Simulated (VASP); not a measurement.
# KPrBr4 (P4/mmm) in VASP: elastic constants with PBE

Aim: the elastic constants of KPrBr4 with PBE.

Program: VASP 6.6.1. These are calculated values, not measurements. Logs are shortened: lines on timing, memory, paths and dates and some standing lists are left out, and cuts for length are marked.

## 1. The cell of the first run

It takes space group P4/mmm (No. 123, tetragonal). Conventional cell: a = 5.149 Å, b = 5.149 Å, c = 7.889 Å, α = 90.00°, β = 90.00°, γ = 90.00°. K (site symmetry 4/mmm) has 8 Br at 3.38 Å within 4.4 Å. Pr (site symmetry 4/mmm) has 8 Br at 3.11 Å within 4.1 Å. Within 4.1 Å of Br (site symmetry 2mm) lie 2 Pr at 3.11 Å and 2 K at 3.38 Å and 5 Br at 3.50 to 3.64 Å.

## 2. Elastic constants, PBE

File INCAR:

```
SYSTEM = KPrBr4
PREC = Accurate
ENCUT = 500
EDIFF = 1E-8
ISMEAR = 0
SIGMA = 0.01
LREAL = .FALSE.
LASPH = .TRUE.
NELM = 200
ALGO = Normal
ISIF = 3
LWAVE = .FALSE.
LCHARG = .TRUE.
GGA = PE
IBRION = 6
NFREE = 2
POTIM = 0.015
NSW = 1
GGA_COMPAT = .FALSE.
LMAXMIX = 6
KPAR = 4
```

File KPOINTS:

```
regular mesh
0
G
  6 6 4
  0 0 0
```

File POSCAR:

```
KPrBr4
1.0
    5.1492955084      0.0000000000      0.0000000000
    0.0000000000      5.1492955084      0.0000000000
    0.0000000000      0.0000000000      7.8887194943
K Pr Br
1 1 4
Direct
    0.5000000000      0.5000000000      0.5000000000
    0.0000000000      0.0000000000      0.0000000000
    0.5000000000      0.0000000000      0.7784038853
    0.0000000000      0.5000000000      0.2215961147
    0.5000000000      0.0000000000      0.2215961147
    0.0000000000      0.5000000000      0.7784038853
```

Potentials or basis: VASP PAW PBE potentials, release 64 (K_sv, Pr_3, Br), 4f in core.

Command:

```console
$ cat potpaw_PBE.64/K_sv/POTCAR potpaw_PBE.64/Pr_3/POTCAR potpaw_PBE.64/Br/POTCAR > POTCAR
$ mpirun -np 4 vasp_std > vasp.out
```

OUTCAR:

```text
SYSTEM = KPrBr4
   PREC = Accurate
   ENCUT = 500
   EDIFF = 1E-8
   ISMEAR = 0
   LREAL = .FALSE.
   LASPH = .TRUE.
   NELM = 200
   ISIF = 3
   GGA = PE
   IBRION = 6
   NFREE = 2
   POTIM = 0.015
   NSW = 1

 ion  position               nearest neighbor table
   1  0.500  0.500  0.500-
   2  0.000  0.000  0.000-   3 3.11   4 3.11   5 3.11   6 3.11   4 3.11   6 3.11   3 3.11   5 3.11

   3  0.500  0.000  0.778-   2 3.11   2 3.11
   4  0.000  0.500  0.222-   2 3.11   2 3.11
   5  0.500  0.000  0.222-   2 3.11   2 3.11
   6  0.000  0.500  0.778-   2 3.11   2 3.11

  LATTYP: Found a simple tetragonal cell.
 ALAT       =     5.1492955084
 C/A-ratio  =     1.5319997622

  Lattice vectors:

 A1 = (   5.1492955084,   0.0000000000,   0.0000000000)
 A2 = (   0.0000000000,   5.1492955084,   0.0000000000)
 A3 = (   0.0000000000,   0.0000000000,   7.8887194943)

Analysis of symmetry for initial positions (statically):
=====================================================================
 Subroutine PRICEL returns:
 Original cell was already a primitive cell.

 Routine SETGRP: Setting up the symmetry group for a
 simple tetragonal supercell.

 Subroutine GETGRP returns: Found 16 space group operations
 (whereof 16 operations were pure point group operations)
 out of a pool of 16 trial point group operations.

The static configuration has the point symmetry D_4h.

Analysis of symmetry for dynamics (positions and initial velocities):
=====================================================================
 Subroutine PRICEL returns:
 Original cell was already a primitive cell.

 Routine SETGRP: Setting up the symmetry group for a
 simple tetragonal supercell.

[... 1128 lines left out ...]

  FORCE on cell =-STRESS in cart. coord.  units (eV):
  Direction    XX          YY          ZZ          XY          YZ          ZX
  --------------------------------------------------------------------------------------
  -------------------------------------------------------------------------------------
  Total       -0.1367356     -0.0732550     -0.1571743      0.0000000      0.0000000      0.0000000
  in kB       -1.0473457     -0.5611073     -1.2038987      0.0000000      0.0000000      0.0000000
  external PRESSURE =      -0.9374506 kB  Pullay stress =       0.0000000 kB
[... 21 lines left out ...]
  FREE ENERGIE OF THE ION-ELECTRON SYSTEM (eV)
  ---------------------------------------------------
  free  energy   TOTEN  =       -23.2844584641 eV

  energy  without entropy=      -23.2844584641  energy(sigma->0) =      -23.28445846

 INTERNAL STRAIN TENSORS FROM STRAINED CELLS
 ============================================

 INTERNAL STRAIN TENSOR FOR ION    1 for displacements in x,y,z  (eV/Angst):
          X           Y           Z          XY          YZ          ZX
  --------------------------------------------------------------------------------
  x     0.00000     0.00000     0.00000     0.00000     0.00000     0.00000
  y     0.00000    -0.00000    -0.00000    -0.00000     0.00000     0.00000
  z     0.00000     0.00000     0.00000     0.00000     0.00000     0.00000

 INTERNAL STRAIN TENSORS FROM DISPLACED ATOMS
 ============================================

 INTERNAL STRAIN TENSOR FOR ION    1 for displacements in x,y,z  (eV/Angst):
          X           Y           Z          XY          YZ          ZX
  --------------------------------------------------------------------------------
  x     0.00000     0.00000     0.00000     0.00000     0.00000     0.00000
  y     0.00000     0.00000     0.00000     0.00000     0.00000     0.00000
  z     0.00000     0.00000     0.00000     0.00000     0.00000     0.00000

 INTERNAL STRAIN TENSOR FOR ION    6 for displacements in x,y,z  (eV/Angst):
          X           Y           Z          XY          YZ          ZX
  --------------------------------------------------------------------------------
  x    -0.00000     0.00000    -0.00000     0.00000     0.00000    -1.69506
  y    -0.00000     0.00000     0.00000     0.00000     2.47833     0.00000
  z    -0.75227     3.54480     6.48270     0.00000     0.00000     0.00000

 Eigenvectors and eigenvalues of the dynamical matrix
 ----------------------------------------------------

   1 f  =    4.279812 THz    26.890849 2PiTHz  142.759145 cm-1    17.699870 meV
             X         Y         Z           dx          dy          dz
      2.574648  2.574648  3.944360    -0.000000    0.000000   -0.409302
      0.000000  0.000000  0.000000     0.000000   -0.000000    0.819649
      2.574648  0.000000  6.140610     0.000000   -0.000000   -0.200404
      0.000000  2.574648  1.748110     0.000000    0.000000   -0.200404
      2.574648  0.000000  1.748110    -0.000000   -0.000000   -0.200404
      0.000000  2.574648  6.140610     0.000000    0.000000   -0.200404
[... 145 lines left out ...]
  18 f/i=    0.003899 THz     0.024501 2PiTHz    0.130073 cm-1     0.016127 meV
             X         Y         Z           dx          dy          dz
      2.574648  2.574648  3.944360    -0.000000    0.000000   -0.280873
      0.000000  0.000000  0.000000    -0.000000    0.000000   -0.531148
      2.574648  0.000000  6.140610    -0.000000    0.000000   -0.399685
      0.000000  2.574648  1.748110    -0.000000    0.000000   -0.399685
      2.574648  0.000000  1.748110    -0.000000    0.000000   -0.399685
      0.000000  2.574648  6.140610    -0.000000    0.000000   -0.399685

--------------------------------------------------------------------------------------------------------

 ELASTIC MODULI CONTR FROM IONIC RELAXATION (kBar)
 Direction    XX          YY          ZZ          XY          YZ          ZX
 --------------------------------------------------------------------------------
 XX         -48.6343     25.7595    -53.1024      0.0000     -0.0000     -0.0000
 YY          25.7595    -48.6343    -53.1024      0.0000      0.0000     -0.0000
 ZZ         -53.1024    -53.1024   -246.5481      0.0000      0.0000     -0.0000
 XY           0.0000      0.0000      0.0000      0.0000      0.0000      0.0000
 YZ          -0.0000      0.0000      0.0000      0.0000    -35.2353      0.0000
 ZX          -0.0000     -0.0000     -0.0000      0.0000      0.0000    -35.2353
 --------------------------------------------------------------------------------

 TOTAL ELASTIC MODULI (kBar)
 Direction    XX          YY          ZZ          XY          YZ          ZX
 --------------------------------------------------------------------------------
 XX         463.8685    290.6798     95.7389      0.0000     -0.0000     -0.0000
 YY         290.6798    463.8685     95.7389      0.0000      0.0000     -0.0000
 ZZ          95.7389     95.7389    321.1993      0.0000      0.0000     -0.0000
 XY           0.0000      0.0000      0.0000    236.5058      0.0000      0.0000
 YZ          -0.0000      0.0000      0.0000      0.0000     55.7527      0.0000
 ZX          -0.0000     -0.0000     -0.0000      0.0000      0.0000     55.7528
 --------------------------------------------------------------------------------
```

stdout:

```text
POSCAR found type information on POSCAR K PrBr
 POSCAR found :  3 types and       6 ions
 scaLAPACK will be used
 LDA part: xc-table for (Slater+PW92), standard interpolation
 POSCAR, INCAR and KPOINTS ok, starting setup
 FFT: planning ... GRIDC
 FFT: planning ... GRID_SOFT
 FFT: planning ... GRID
 WAVECAR not read
 entering main loop
 Found     7 degrees of freedom:
 Adding 6 more for cell shape distortion
 Finite differences POTIM= 0.01500 DOF=  13
 bond charge predicted
 Finite differences progress:
 bond charge predicted
 Finite differences progress:
 bond charge predicted
 Finite differences progress:
 bond charge predicted
 Finite differences progress:
 bond charge predicted
 Finite differences progress:
 bond charge predicted
 Finite differences progress:
 bond charge predicted
 Finite differences progress:
 bond charge predicted
 Finite differences progress:
 bond charge predicted
 Finite differences progress:
 bond charge predicted
 Finite differences progress:
 bond charge predicted
 Finite differences progress:
 bond charge predicted
 Finite differences progress:
 bond charge predicted
 Finite differences progress:
 bond charge predicted
 Finite differences progress:
 bond charge predicted
 Finite differences progress:
 bond charge predicted
 Finite differences progress:
 bond charge predicted
 Finite differences progress:
 bond charge predicted
 Finite differences progress:
 bond charge predicted
 Finite differences progress:
 bond charge predicted
 Finite differences progress:
 bond charge predicted
 Finite differences progress:
 bond charge predicted
 Finite differences progress:
 bond charge predicted
 Finite differences progress:
 bond charge predicted
 Finite differences progress:
 bond charge predicted
 Finite differences progress:
 bond charge predicted
 Finite differences progress:
```

Run time: 54 min. Hardware: 4 MPI ranks of Intel Xeon Platinum 8259CL at 2.50GHz (Skylake/Cascade Lake), shared host; peak memory 0.7 GiB.

What came out:

```
Voigt bulk modulus                                      : 25 GPa
Highest phonon frequency at Γ, LO-TO splitting left out : 143 cm⁻¹
```

Phonon frequencies in cm⁻¹ (negative: imaginary):
| q point | frequencies |
| --- | --- |
| (0.000, 0.000, 0.000) | 0 0 0 37 50 50 51 51 91 91 105 114 115 115 118 118 133 143 |

Elastic tensor in Voigt notation (GPa, in the Cartesian axes of the cell as first typed):
```
46 29 10  0  0  0
29 46 10  0  0  0
10 10 32  0  0  0
 0  0  0  6  0  0
 0  0  0  0  6  0
 0  0  0  0  0 24
```

Clamped-ion elastic tensor (GPa):
```
51 26 15  0  0  0
26 51 15  0  0  0
15 15 57  0  0  0
 0  0  0  9  0  0
 0  0  0  0  9  0
 0  0  0  0  0 24
```

Caveat: spin-orbit coupling is left out, which moves the levels of the heavy elements; the 4f electrons are frozen in the core, so they carry no moment and show no levels; the run has no spin polarisation, though such a crystal can be magnetic. Spin polarisation is off, so any magnetic state and its effect on volume and gap are missing.
